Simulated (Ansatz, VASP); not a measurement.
This is a calculation of Nb for Ansatz 0.2.0.

File input.yaml:

```yaml
crystal:
  lattice:
    - [-1.66395, 1.66395, 1.66395]
    - [1.66395, -1.66395, 1.66395]
    - [1.66395, 1.66395, -1.66395]
  atoms:
    - { symbol: Nb, position: [0.0, 0.0, 0.0] }
hamiltonian:
  xc: { exchange: pbesol, correlation: pbesol, exx: { coeff: 0.25 } }
  pseudopotentials: { kind: paw }
kpoints:
  mp_grid: { grid: [6, 6, 6] }
scf:
  occupations: { method: fermi_dirac, width: 0.05 }
output:
  forces: true
  stress: true
relax:
  f_tol: 0.01
  max_steps: 40
  cell: { stress_tol: 0.05 }
```

Potentials or basis: Ansatz PAW.

Launch:

```sh
$ ansatz run input.yaml --threads 2 --pin off --max-ram 5632MiB --backend cpu --events-out ev --progress --plain --runs-dir out
```

Question: Set up the same calculation for VASP 6.6.1. Potentials there: VASP PAW PBE potentials, release 64 (Nb_sv).

Answer: As run (the cutoff follows the program's own potentials):

The input POSCAR:

```
Nb
1.0
   -1.6639500000      1.6639500000      1.6639500000
    1.6639500000     -1.6639500000      1.6639500000
    1.6639500000      1.6639500000     -1.6639500000
Nb
1
Direct
    0.0000000000      0.0000000000      0.0000000000
```

Contents of INCAR.step1:

```
PREC = Accurate ; ENCUT = 500
EDIFF = 1E-5 ; ISMEAR = -1
SIGMA = 0.05 ; LREAL = F
LASPH = T ; NELM = 120
ALGO = Normal ; LWAVE = T
LCHARG = F ; GGA = PE
NBANDS = 12 ; GGA_COMPAT = F
IBRION = 2 ; ISIF = 3
EDIFFG = -0.005 ; NELMIN = 4
NSW = 100
```

INCAR.step2

```
PREC = Accurate ; ENCUT = 500
EDIFF = 1E-7 ; ISMEAR = -1
SIGMA = 0.05 ; LREAL = F
LASPH = T ; NELM = 120
ALGO = Normal ; ISIF = 3
LWAVE = F ; LCHARG = F
GGA = PS ; LHFCALC = T
AEXX = 0.25 ; PRECFOCK = Normal
IBRION = 2 ; NSW = 60
EDIFFG = -0.01 ; ISTART = 1
GGA_COMPAT = F ; NELMIN = 4
```

File KPOINTS:

```
Automatic mesh
0
Gamma
  6 6 6
```

Potentials or basis: VASP PAW PBE potentials, release 64 (Nb_sv).

Run with:

```console
$ cat potpaw_PBE.64/Nb_sv/POTCAR > POTCAR
$ cp INCAR.step1 INCAR
$ mpirun -np 1 vasp_std > vasp.out
$ cp INCAR.step2 INCAR
$ mpirun -np 1 vasp_std > vasp.out
```

Both were run:

|  | VASP | Ansatz | Ansatz less VASP |
| --- | --- | --- | --- |
| gap on the k mesh at the Fermi level, each at its own relaxed structure (eV) | none | none | - |
| relaxed volume (Å³/atom) | 16.95 | 17.00 | +0.051 |
| relaxed cell length with the largest relative difference (Å) | 2.803 | 2.806 | +0.0028 |

VASP's potentials were made for PBE, not for PBEsol-based global hybrid. A gap of «none» marks a metal or a gap that the smearing closes.

The k mesh is coarse, so the values compare programs but aren't converged. Noted on Ansatz's run: the plane-wave basis is chosen anew once the cell has moved, so the energies of steps on either side of that aren't comparable.
